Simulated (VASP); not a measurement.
# ZrSe2 (P-3m1) in VASP: vibrations by perturbation theory with PBE

Aim: the vibrations by perturbation theory of ZrSe2 with PBE.

All numbers are computed with VASP 6.6.1; they aren't measurements. Logs are shortened: lines on timing, memory, paths and dates and some standing lists are left out, and cuts for length are marked.

**1. The cell of the first run**

It takes space group P-3m1 (No. 164, trigonal). The conventional cell has a = 3.798 Å, b = 3.798 Å, c = 6.893 Å, α = 90.00°, β = 90.00°, γ = 120.00°. Zr (site symmetry -3m) has 6 Se at 2.70 Å within 3.6 Å. Se (site symmetry 3m) has 3 Zr at 2.70 Å within 3.6 Å.

**2. Vibrations by perturbation theory, PBE**

Input file INCAR:

```
SYSTEM = ZrSe2
PREC = Accurate
ENCUT = 500
EDIFF = 1E-8
ISMEAR = 0
SIGMA = 0.01
LREAL = .False.
LASPH = .True.
NELM = 120
ALGO = Normal
ISIF = 2
LWAVE = .False.
LCHARG = .True.
GGA = PE
IBRION = 8
NSW = 1
LEPSILON = .True.
GGA_COMPAT = .False.
```

Input file KPOINTS:

```
regular mesh
0
Gamma
  12 12 6
  0 0 0
```

Input file POSCAR:

```
ZrSe2
1.0
    3.7983959482      0.0000000000      0.0000000000
   -1.8991979741      3.2895073847      0.0000000000
    0.0000000000      0.0000000000      6.8928488893
Zr Se
1 2
Direct
    0.0000000000      0.0000000000      0.0000000000
    0.3333333333      0.6666666667      0.2296904276
    0.6666666667      0.3333333333      0.7703095724
```

Potentials or basis: VASP PAW PBE potentials, release 64 (Zr_sv, Se).

Started as:

```
$ cat potpaw_PBE.64/Zr_sv/POTCAR potpaw_PBE.64/Se/POTCAR > POTCAR
$ mpirun -np 1 vasp_std > vasp.out
```

OUTCAR:

```text
SYSTEM = ZrSe2
   PREC = Accurate
   ENCUT = 500
   EDIFF = 1E-8
   ISMEAR = 0
   LREAL = .False.
   LASPH = .True.
   NELM = 120
   ISIF = 2
   GGA = PE
   IBRION = 8
   NSW = 1
   LEPSILON = .True.

 ion  position               nearest neighbor table
   1  0.000  0.000  0.000-   2 2.70   3 2.70   2 2.70   3 2.70   3 2.70   2 2.70
   2  0.333  0.667  0.230-   1 2.70   1 2.70   1 2.70
   3  0.667  0.333  0.770-   1 2.70   1 2.70   1 2.70

  LATTYP: Found a hexagonal cell.
 ALAT       =     3.7983959482
 C/A-ratio  =     1.8146736105

  Lattice vectors:

 A1 = (   3.7983959482,   0.0000000000,   0.0000000000)
 A2 = (  -1.8991979741,   3.2895073847,   0.0000000000)
 A3 = (   0.0000000000,   0.0000000000,   6.8928488893)

Analysis of symmetry for initial positions (statically):
=====================================================================
 Subroutine PRICEL returns:
 Original cell was already a primitive cell.

 Routine SETGRP: Setting up the symmetry group for a
 hexagonal supercell.

 Subroutine GETGRP returns: Found 12 space group operations
 (whereof 12 operations were pure point group operations)
 out of a pool of 24 trial point group operations.

The static configuration has the point symmetry D_3d.

Analysis of symmetry for dynamics (positions and initial velocities):
=====================================================================
 Subroutine PRICEL returns:
 Original cell was already a primitive cell.

 Routine SETGRP: Setting up the symmetry group for a
 hexagonal supercell.

 Subroutine GETGRP returns: Found 12 space group operations
 (whereof 12 operations were pure point group operations)
 out of a pool of 24 trial point group operations.

The dynamic configuration has the point symmetry D_3d.

 Subroutine INISYM returns: Found 12 space group operations
 (whereof 12 operations are pure point group operations),
 and found     1 'primitive' translations

----------------------------------------------------------------------------------------

                                     Primitive cell

  volume of cell :      86.1251

  direct lattice vectors                    reciprocal lattice vectors
     3.798395948  0.000000000  0.000000000     0.263269026  0.151998443  0.000000000
    -1.899197974  3.289507385  0.000000000     0.000000000  0.303996886  0.000000000
     0.000000000  0.000000000  6.892848889     0.000000000  0.000000000  0.145077894

  length of vectors
     3.798395948  3.798395948  6.892848889     0.303996886  0.303996886  0.145077894

  position of ions in fractional coordinates (direct lattice)
     0.000000000  0.000000000  0.000000000
     0.333333333  0.666666667  0.229690428
     0.666666667  0.333333333  0.770309572

  ion indices of the primitive-cell ions
   primitive index   ion index
                 1           1
                 2           2
                 3           3

----------------------------------------------------------------------------------------

 KPOINTS: regular mesh

Automatic generation of k-mesh.
 Grid dimensions read from file:
 generate k-points for:   12   12    6

 Generating k-lattice:

[... 628 lines left out ...]

 PIEZOELECTRIC TENSOR FIELD DIRECTION 3  (C/m^2)
 -----------------------------------------------------------------------------
    -0.00029  0.00000 -0.00000
     0.00000 -0.00029 -0.00000
     0.00000  0.00000  0.00124

--------------------------------------- Ionic step        4  -------------------------------------------

------------------------ aborting loop because EDIFF is reached ----------------------------------------

[... ionic steps 5 to 5 ...]

--------------------------------------- Ionic step        6  -------------------------------------------

------------------------ aborting loop because EDIFF is reached ----------------------------------------

--------------------------------------- Ionic step        7  -------------------------------------------

------------------------ aborting loop because EDIFF is reached ----------------------------------------

[... ionic steps 8 to 8 ...]

--------------------------------------- Ionic step        9  -------------------------------------------

 Free energy of the ion-electron system (eV)
  ---------------------------------------------------
  ---------------------------------------------------
  free energy    TOTEN  =        -0.10199129 eV

  energy without entropy =       -0.10199129

------------------------ aborting loop because EDIFF is reached ----------------------------------------

 INTERNAL STRAIN TENSOR  FOR ION    2  DIRECTION 3   (eV/Angst):
 -----------------------------------------------------------------------------
    -8.41507 -0.00000  0.00000
    -0.00000 -8.41507  0.00000
    -0.00000  0.00000-15.33207

 MACROSCOPIC STATIC DIELECTRIC TENSOR (including local field effects in DFT)
 ------------------------------------------------------
          14.840811    -0.000000     0.000000
           0.000000    14.840811     0.000000
          -0.000000    -0.000000     4.634563
 ------------------------------------------------------

 PIEZOELECTRIC TENSOR (including local field effects)  for field in x, y, z        (e  Angst)
          XX          YY          ZZ          XY          YZ          ZX
  --------------------------------------------------------------------------------
  x     0.00000     0.00000     0.00000     0.00000     0.00000     0.00000
  y     0.00000     0.00000     0.00000     0.00000     0.00000     0.00000
  z     0.00000     0.00000     0.00000     0.00000     0.00000     0.00000

 PIEZOELECTRIC TENSOR (including local field effects)  for field in x, y, z        (C/m^2)
          XX          YY          ZZ          XY          YZ          ZX
  --------------------------------------------------------------------------------
  x     0.00000     0.00000     0.00000     0.00000     0.00000     0.00000
  y     0.00000     0.00000     0.00000     0.00000     0.00000     0.00000
  z     0.00000     0.00000     0.00000     0.00000     0.00000     0.00000

 BORN EFFECTIVE CHARGES (including local field effects) (in |e|, cummulative output)
 ---------------------------------------------------------------------------------
 ion    1
    1     7.72521     0.00000     0.00000
    2     0.00000     7.72521    -0.00000
    3     0.00000     0.00000     1.39699
 ion    2
    1    -3.86261     0.00000     0.00000
    2     0.00000    -3.86261    -0.00000
    3     0.00000     0.00000    -0.69849
 ion    3
    1    -3.86261     0.00000     0.00000
    2     0.00000    -3.86261    -0.00000
    3     0.00000     0.00000    -0.69849

 INTERNAL STRAIN TENSOR FOR ION    3 for displacements in x,y,z  (eV/Angst):
          X           Y           Z          XY          YZ          ZX
  --------------------------------------------------------------------------------
  x     0.00000     0.00000     0.00000    -2.94429     0.00000     8.44808
  y    -2.94429     2.94429     0.00000     0.00000     9.21617     0.00000
  z     8.41507     8.41507    15.33207     0.00000    -0.00000     0.00000

 SECOND DERIVATIVES (NOT SYMMETRIZED)
 ------------------------------------
               1X          1Y          1Z          2X          2Y          2Z          3X          3Y          3Z
  1X    -2.174902    0.000000    0.000000    1.087451    0.000000    0.000000    1.087451    0.000000    0.000000
  1Y     0.000000   -2.174902    0.000000    0.000000    1.087451    0.000000    0.000000    1.087451    0.000000
  1Z     0.000000    0.000000  -12.375004    0.000000   -0.000000    6.187502    0.000000   -0.000000    6.187502
  2X     1.015815    0.000000    0.000000   -3.349278    0.000000    0.000000    2.333463    0.000000    0.000000
  2Y     0.000000    1.015815    0.000000    0.000000   -3.349278   -0.000000    0.000000    2.333463    0.000000
  2Z     0.000000    0.000000    6.196307   -0.000000    0.000000   -7.986928   -0.000000    0.000000    1.790621
  3X     1.015815    0.000000    0.000000    2.333463    0.000000    0.000000   -3.349278    0.000000    0.000000
  3Y     0.000000    1.015815    0.000000    0.000000    2.333463    0.000000    0.000000   -3.349278   -0.000000
  3Z     0.000000    0.000000    6.196307   -0.000000    0.000000    1.790621   -0.000000    0.000000   -7.986928

 Eigenvectors and eigenvalues of the dynamical matrix
 ----------------------------------------------------

   1 f  =    7.234169 THz    45.453621 2PiTHz  241.305888 cm-1    29.918104 meV
             X         Y         Z           dx          dy          dz
      0.000000  0.000000  0.000000    -0.000000    0.000000   -0.795940
     -0.000000  2.193005  1.583221    -0.000000    0.000000    0.428065
      1.899198  1.096502  5.309627     0.000000   -0.000000    0.428065
[... 43 lines left out ...]
   9 f/i=    0.048695 THz     0.305958 2PiTHz    1.624281 cm-1     0.201385 meV
             X         Y         Z           dx          dy          dz
      0.000000  0.000000  0.000000     0.591698    0.021335   -0.000000
     -0.000000  2.193005  1.583221     0.569471    0.020533   -0.000000
      1.899198  1.096502  5.309627     0.569471    0.020533   -0.000000

--------------------------------------------------------------------------------------------------------

 MACROSCOPIC STATIC DIELECTRIC TENSOR IONIC CONTRIBUTION
 ------------------------------------------------------
          58.917072     0.000000     0.000000
           0.000000    58.917072    -0.000000
           0.000000    -0.000000     0.331184
 ------------------------------------------------------

 ELASTIC MODULI CONTR FROM IONIC RELAXATION (kBar)
 Direction    XX          YY          ZZ          XY          YZ          ZX
 --------------------------------------------------------------------------------
 XX        -326.2172   -212.7048   -490.9522     -0.0000    177.6575      0.0000
 YY        -212.7048   -326.2172   -490.9522      0.0000   -177.6575     -0.0000
 ZZ        -490.9522   -490.9522   -894.5044     -0.0000     -0.0000      0.0000
 XY          -0.0000      0.0000     -0.0000    -56.7562      0.0000    162.8514
 YZ         177.6575   -177.6575     -0.0000      0.0000   -556.1009     -0.0000
 ZX           0.0000     -0.0000      0.0000    162.8514     -0.0000   -467.2716
 --------------------------------------------------------------------------------

 PIEZOELECTRIC TENSOR IONIC CONTR  for field in x, y, z        (C/m^2)
          XX          YY          ZZ          XY          YZ          ZX
  --------------------------------------------------------------------------------
  x     0.00000     0.00000     0.00000    -0.00000    -0.00000     0.00000
  y    -0.00000    -0.00000    -0.00000    -0.00000     0.00000     0.00000
  z     0.00000     0.00000     0.00000     0.00000     0.00000    -0.00000
```

It took 54 min on 1 thread of AMD EPYC 9R45 (Zen 5), shared host; peak memory 1.2 GiB.

What came out:

```yaml
Electronic_dielectric_tensor_diagonal: 14.84, 14.84, 4.63
Born_charges_mean_of_the_diagonal: Zr +5.62; Se -2.81 e
Highest_phonon_frequency_at_Γ_LO-TO_splitting_left_out: 241 cm⁻¹
```

Phonon frequencies in cm⁻¹ (negative: imaginary):
```
              q point                      frequencies
(0.000, 0.000, 0.000)  -2 -2 0 100 100 140 140 184 241
```

Electronic dielectric tensor:
```
14.84  0.00  0.00
 0.00 14.84  0.00
 0.00  0.00  4.63
```

Born effective charge tensors (e):
atom 1, Zr
```
7.73 0.00 0.00
0.00 7.73 0.00
0.00 0.00 1.40
```
atom 2, Se
```
-3.86  0.00  0.00
 0.00 -3.86  0.00
 0.00  0.00 -0.70
```
atom 3, Se
```
-3.86  0.00  0.00
 0.00 -3.86  0.00
 0.00  0.00 -0.70
```
